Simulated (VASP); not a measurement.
A run of VASP 6.6.1:

The input INCAR:

```
PREC     = Accurate       # precision mode
ENCUT    = 520            # plane-wave cutoff, eV
EDIFF    = 1E-6           # SCF threshold, eV
ISMEAR   = -1             # smearing method
SIGMA    = 0.02           # smearing width, eV
LREAL    = False          # projectors in reciprocal space
LASPH    = True           # aspherical terms in the spheres
NELM     = 60             # most SCF steps
ALGO     = Normal         # electronic algorithm
ISIF     = 2              # what is computed and relaxed
LWAVE    = False          # write WAVECAR
LCHARG   = False          # write CHGCAR
GGA      = PE             # functional
NBANDS   = 28             # bands
```

KPOINTS

```
regular mesh
0
Gamma
  8 8 8
```

The input POSCAR:

```
BaTiO3
1.0
    4.0060000000      0.0000000000      0.0000000000
    0.0000000000      4.0060000000      0.0000000000
    0.0000000000      0.0000000000      3.9258800000
Ba Ti O
1 1 3
Direct
    0.5000000000      0.5000000000      0.5000000000
    0.0000000000      0.0000000000      0.0000000000
    0.5000000000      0.0000000000      0.0000000000
    0.0000000000      0.5000000000      0.0000000000
    0.0000000000      0.0000000000      0.5000000000
```

Potentials or basis: VASP PAW PBE potentials, release 64 (Ba_sv, Ti_sv, O).

Run with:

```sh
$ cat potpaw_PBE.64/Ba_sv/POTCAR potpaw_PBE.64/Ti_sv/POTCAR potpaw_PBE.64/O/POTCAR > POTCAR
$ mpirun -np 1 vasp_std > vasp.out
```

Hardware: 1 thread of Intel(R) Xeon(R) 6975P-C (Granite Rapids), on a shared host.

**Question.** How long does it take, and how much memory?

**Answer.** It took 58 s on 1 thread of Intel(R) Xeon(R) 6975P-C (Granite Rapids), with other jobs on the host, peak memory 0.26 GiB. Counts: scf iterations 17, k points 75.
